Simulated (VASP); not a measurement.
Runs of VASP 6.6.1 on AlN. The structure is that of space group Fm-3m (No. 225), or close to it. The cells are those of the table. 

```tsv
level	cell	k mesh	smearing	gap on the mesh (eV)	pressure (GPa)
r2SCAN	a = 2.829 Å, angles 58.0°, 2 atoms	10 × 10 × 10	gaussian 0.01 eV	(b)	23.5
r2SCAN	a = 2.848 Å, angles 59.5°, 2 atoms	10 × 10 × 10	gaussian 0.01 eV	5.60	(c)
r2SCAN	a = 2.835 Å, angles 58.5°, 2 atoms	10 × 10 × 10	gaussian 0.01 eV	5.39	(a)
PBE	a = 2.855 Å, angles 60.0°, 2 atoms	10 × 10 × 10	fermi-dirac 0.02 eV	(d)	6.1
PBE	a = 2.869 Å, angles 61.0°, 2 atoms	10 × 10 × 10	fermi-dirac 0.02 eV	4.04	-3.3
PBE	a = 2.842 Å, angles 59.0°, 2 atoms	6 × 6 × 6	gaussian 0.01 eV	4.72	17.3
PBE	a = 2.862 Å, angles 60.5°, 2 atoms	6 × 6 × 6	gaussian 0.01 eV	4.34	1.2
PBE	a = 2.829 Å, angles 58.0°, 2 atoms	10 × 10 × 10	fermi-dirac 0.02 eV	4.49	30.6
```

Alike in all rows: task single point; potentials or basis VASP PAW PBE potentials, release 64 (Al, N); no spin polarisation; cutoff (eV) 520.

Question: Fill in the values left out.

Answer: (a) 16.8; (b) 5.23; (c) 4.5; (d) 4.65.

Caveats: some runs use coarse meshes; the PAW data sets were made with another functional, which shifts forces and pressure a little (some runs).

A k mesh can miss the band edges.
